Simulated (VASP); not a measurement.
# CoO (R-3m) in VASP: single point with PBE

Aim: the single point of CoO with PBE.

Everything below comes from runs of VASP 6.6.1. Logs are shortened: lines on timing, memory, paths and dates and some standing lists are left out, and cuts for length are marked.

### Step 1. The cell of the first run

Symmetry: R-3m, No. 166, trigonal system. Conventional cell: a = 3.091 Å, b = 3.091 Å, c = 6.895 Å, α = 90.00°, β = 90.00°, γ = 120.00°. Within 3.1 Å of Co (site symmetry -3m) lie 6 O at 2.12 Å and 12 Co at 2.91 to 3.09 Å. O (site symmetry -3m) has 6 Co at 2.12 Å and 12 O at 2.91 to 3.09 Å within 3.1 Å.

### Step 2. Single point, PBE, collinear spin, ferromagnetic start

POSCAR

```
CoO
1.0
    1.5453433651      0.8922044078      2.2984937079
   -1.5453433651      0.8922044078      2.2984937079
    0.0000000000     -1.7844088156      2.2984937079
Co O
1 1
Direct
    0.0000000000      0.0000000000      0.0000000000
    0.5000000000      0.5000000000      0.5000000000
```

INCAR.step1

```
ALGO     = Normal         # electronic algorithm
EDIFF    = 1E-6           # SCF threshold, eV
ENCUT    = 520            # plane-wave cutoff, eV
GGA      = PE             # functional
ISIF     = 2              # what is computed and relaxed
ISMEAR   = 0              # smearing method
ISPIN    = 2              # spin polarisation
LASPH    = True           # aspherical terms in the spheres
LCHARG   = True           # write CHGCAR
LMAXMIX  = 4              # l up to which the mixer works
LREAL    = False          # projectors in reciprocal space
LWAVE    = False          # write WAVECAR
MAGMOM   = 2.7 0.34       # initial moments
NBANDS   = 18             # bands
NELM     = 150            # most SCF steps
PREC     = Accurate       # precision mode
SIGMA    = 0.1            # smearing width, eV
```

KPOINTS.step1

```
k-points
0
Gamma
  18 18 18
```

INCAR.step2

```
ALGO     = Normal         # electronic algorithm
EDIFF    = 1E-6           # SCF threshold, eV
ENCUT    = 520            # plane-wave cutoff, eV
GGA      = PE             # functional
ICHARG   = 11             # starting density
ISIF     = 2              # what is computed and relaxed
ISMEAR   = -5             # smearing method
ISPIN    = 2              # spin polarisation
LASPH    = True           # aspherical terms in the spheres
LCHARG   = False          # write CHGCAR
LMAXMIX  = 4              # l up to which the mixer works
LORBIT   = 11             # projections on sites
LREAL    = False          # projectors in reciprocal space
LWAVE    = False          # write WAVECAR
MAGMOM   = 2.7 0.34       # initial moments
NEDOS    = 1001           # points of the DOS
NELM     = 150            # most SCF steps
PREC     = Accurate       # precision mode
SIGMA    = 0.1            # smearing width, eV
```

KPOINTS.step2

```
k-points
0
Gamma
  27 27 27
```

Potentials or basis: VASP PAW PBE potentials, release 64 (Co, O).

The run is started by

```console
$ cat potpaw_PBE.64/Co/POTCAR potpaw_PBE.64/O/POTCAR > POTCAR
$ cp INCAR.step1 INCAR
$ cp KPOINTS.step1 KPOINTS
$ mpirun -np 1 vasp_std > vasp.out
$ cp INCAR.step2 INCAR
$ cp KPOINTS.step2 KPOINTS
$ mpirun -np 1 vasp_std > vasp.out
```

OUTCAR:

```text
EDIFF = 1E-6
   ENCUT = 520
   GGA = PE
   ICHARG = 11
   ISIF = 2
   ISMEAR = -5
   ISPIN = 2
   LASPH = True
   LORBIT = 11
   LREAL = False
   NELM = 150
   PREC = Accurate

 ion  position               nearest neighbor table
   1  0.000  0.000  0.000-   2 2.12   2 2.12   2 2.12   2 2.12   2 2.12   2 2.12
   2  0.500  0.500  0.500-   1 2.12   1 2.12   1 2.12   1 2.12   1 2.12   1 2.12

  LATTYP: Found a trigonal (rhomboedric) cell.
 ALAT       =     2.9098433199
 COS(alpha) =     0.4359199123

  Lattice vectors:

 A1 = (   1.5453433651,   0.8922044078,   2.2984937079)
 A2 = (  -1.5453433651,   0.8922044078,   2.2984937079)
 A3 = (   0.0000000000,  -1.7844088156,   2.2984937079)

Analysis of symmetry for initial positions (statically):
=====================================================================
 Subroutine PRICEL returns:
 Original cell was already a primitive cell.

 Routine SETGRP: Setting up the symmetry group for a
 trigonal (rhombohedral) supercell.

 Subroutine GETGRP returns: Found 12 space group operations
 (whereof 12 operations were pure point group operations)
 out of a pool of 12 trial point group operations.

The static configuration has the point symmetry D_3d.

Analysis of symmetry for dynamics (positions and initial velocities):
=====================================================================
 Subroutine PRICEL returns:
 Original cell was already a primitive cell.

 Routine SETGRP: Setting up the symmetry group for a
 trigonal (rhombohedral) supercell.

 Subroutine GETGRP returns: Found 12 space group operations
 (whereof 12 operations were pure point group operations)
 out of a pool of 12 trial point group operations.

The dynamic configuration has the point symmetry D_3d.

Analysis of structural, dynamic, and magnetic symmetry:
=====================================================================
 Subroutine PRICEL returns:
 Original cell was already a primitive cell.

 Routine SETGRP: Setting up the symmetry group for a
 trigonal (rhombohedral) supercell.

 Subroutine GETGRP returns: Found 12 space group operations
 (whereof 12 operations were pure point group operations)
 out of a pool of 12 trial point group operations.

The overall configuration has the point symmetry D_3d.

 Subroutine INISYM returns: Found 12 space group operations
 (whereof 12 operations are pure point group operations),
 and found     1 'primitive' translations

----------------------------------------------------------------------------------------

                                     Primitive cell

  volume of cell :      19.0145

  direct lattice vectors                    reciprocal lattice vectors
[... 141 lines left out ...]
 fundamental gap:     -0.0204586065
 Fermi energy:         8.0830347555

 spin component 1

 k-point     1 :       0.0000    0.0000    0.0000
  band No.  band energies     occupation
      1     -12.1916      1.00000
      2       4.7457      1.00000
      3       4.7457      1.00000
      4       4.7939      1.00000
      5       4.7939      1.00000
      6       4.9680      1.00000
      7       4.9680      1.00000
      8       5.3158      1.00000
      9       5.3190      1.00000
     10       9.2060      0.00000
     11      24.9138      0.00000
     12      25.5853      0.00000
     13      25.5853      0.00000
[... 356 lines left out ...]
      2       0.4875      1.00000
      3       2.1708      1.00000
      4       2.7441      1.00000
      5       5.4150      1.00000
      6       5.7291      1.00000
      7       6.0785      1.00000
      8       7.6966      1.00000
      9       7.9380      1.02962
     10      13.0235      0.00000
     11      17.8731      0.00000
     12      22.2189      0.00000
     13      23.7418      0.00000

 [... further k-points ...]

 spin component 2

 k-point     1 :       0.0000    0.0000    0.0000
  band No.  band energies     occupation
      1     -11.7115      1.00000
      2       5.3081      1.00000
      3       5.3081      1.00000
      4       5.9046      1.00000
      5       6.8137      1.00000
      6       6.8137      1.00000
      7       7.1302      1.00000
      8       8.1527      0.00000
      9       8.1527      0.00000
     10       9.7660      0.00000
     11      24.8511      0.00000
     12      26.1005      0.00000
     13      26.1005      0.00000
[... 356 lines left out ...]
      2       1.0410      1.00000
      3       3.5154      1.00000
      4       4.1243      1.00000
      5       7.5167      1.00000
      6       7.6952      1.00000
      7       8.1442      0.08672
      8      10.1703      0.00000
      9      10.4654      0.00000
     10      13.4652      0.00000
     11      18.4991      0.00000
     12      22.7634      0.00000
     13      24.3252      0.00000

 [... further k-points ...]

------------------------ aborting loop because EDIFF is reached ----------------------------------------

  FORCE on cell =-STRESS in cart. coord.  units (eV):
  Direction    XX          YY          ZZ          XY          YZ          ZX
  --------------------------------------------------------------------------------------
  -------------------------------------------------------------------------------------
  Total       -0.2557979     -0.2557979     -0.2675311      0.0000000      0.0000000      0.0000000
  in kB      -21.5537860    -21.5537860    -22.5424416      0.0000000      0.0000000      0.0000000
  external PRESSURE =     -21.8833379 kB  Pullay stress =       0.0000000 kB

 VOLUME and BASIS-vectors are now :
 -----------------------------------------------------------------------------
  energy-cutoff  :      520.00
  volume of cell :       19.01
      direct lattice vectors                 reciprocal lattice vectors
     1.545343365  0.892204408  2.298493708     0.323552688  0.186803232  0.145022513
    -1.545343365  0.892204408  2.298493708    -0.323552688  0.186803232  0.145022513
     0.000000000 -1.784408816  2.298493708     0.000000000 -0.373606463  0.145022513

 POSITION                                       TOTAL-FORCE (eV/Angst)
 -----------------------------------------------------------------------------------
      0.00000      0.00000      0.00000         0.000000      0.000000      0.000000
      0.00000      0.00000      3.44774        -0.000000     -0.000000     -0.000000
 -----------------------------------------------------------------------------------
    total drift:                               -0.000000      0.000000     -0.000000

  FREE ENERGIE OF THE ION-ELECTRON SYSTEM (eV)
  ---------------------------------------------------
  free  energy   TOTEN  =       -13.0554342720 eV

  energy  without entropy=      -13.0554342720  energy(sigma->0) =      -13.05543427

 total charge

# of ion       s       p       d       tot
------------------------------------------
    1        0.299   0.365   7.149   7.813
    2        1.557   3.430   0.000   4.987
--------------------------------------------------
tot          1.856   3.795   7.149  12.800

 magnetization (x)

# of ion       s       p       d       tot
------------------------------------------
    1        0.020   0.018   2.492   2.530
    2        0.029   0.261   0.000   0.289
--------------------------------------------------
tot          0.048   0.279   2.492   2.819
```

OUTCAR.step1:

```text
EDIFF = 1E-6
   ENCUT = 520
   GGA = PE
   ISIF = 2
   ISMEAR = 0
[... 1252 lines left out ...]
 -----------------------------------------------------------------------------------
      0.00000      0.00000      0.00000        -0.000000      0.000000     -0.000000
      0.00000      0.00000      3.44774         0.000000     -0.000000      0.000000
 -----------------------------------------------------------------------------------
    total drift:                               -0.000000      0.000000     -0.000000

  FREE ENERGIE OF THE ION-ELECTRON SYSTEM (eV)
  ---------------------------------------------------
  free  energy   TOTEN  =       -13.0640350243 eV

  energy  without entropy=      -13.0469448540  energy(sigma->0) =      -13.05548994
```

OSZICAR.step1:

```text
N       E                     dE             d eps       ncg     rms          rms(c)
DAV:   1     0.775288095857E+02    0.77529E+02   -0.67701E+03 43612   0.969E+02
DAV:   2    -0.108582509587E+02   -0.88387E+02   -0.76026E+02 44082   0.222E+02
DAV:   3    -0.156451500033E+02   -0.47869E+01   -0.46800E+01 48810   0.551E+01
DAV:   4    -0.156935596407E+02   -0.48410E-01   -0.48376E-01 49066   0.528E+00
DAV:   5    -0.156946752348E+02   -0.11156E-02   -0.11155E-02 51370   0.798E-01    0.155E+01
DAV:   6    -0.144635789167E+02    0.12311E+01   -0.16033E+01 53314   0.612E+01    0.201E+01
DAV:   7    -0.131713547298E+02    0.12922E+01   -0.74733E+00 51940   0.485E+01    0.809E+00
DAV:   8    -0.130919736729E+02    0.79381E-01   -0.38615E-01 59188   0.859E+00    0.455E+00
DAV:   9    -0.130702589445E+02    0.21715E-01   -0.29694E-01 58566   0.952E+00    0.269E+00
DAV:  10    -0.130707437701E+02   -0.48483E-03   -0.43153E-02 59886   0.328E+00    0.137E+00
DAV:  11    -0.130640686037E+02    0.66752E-02   -0.47153E-02 57856   0.370E+00    0.392E-01
DAV:  12    -0.130640402089E+02    0.28395E-04   -0.47018E-03 55798   0.794E-01    0.996E-02
DAV:  13    -0.130640676162E+02   -0.27407E-04   -0.33589E-04 51852   0.201E-01    0.891E-02
DAV:  14    -0.130640355873E+02    0.32029E-04   -0.20108E-05 59786   0.469E-02    0.333E-02
DAV:  15    -0.130640345844E+02    0.10029E-05   -0.38717E-05 54580   0.979E-02    0.894E-03
DAV:  16    -0.130640350243E+02   -0.43996E-06   -0.36244E-06 46282   0.161E-02
   1 F= -.13064035E+02 E0= -.13055490E+02  d E =-.170902E-01  mag=     2.8452
```

It took 12 min on 1 thread of AMD EPYC 7R13 (Zen 3), shared host; peak memory 0.77 GiB.

Results:

```yaml
Net_moment: 2.85 μB per cell
Site_moments: Co +2.53; O +0.29 μB
Valence_electrons_inside_the_program's_atomic_spheres: Co 7.81; O 4.99
```

Caveat: a cell with one magnetic atom can't hold antiferromagnetic order, which such compounds often take; semilocal functionals often make such compounds metallic where correlation or magnetic order opens a gap, which also shifts bond lengths.
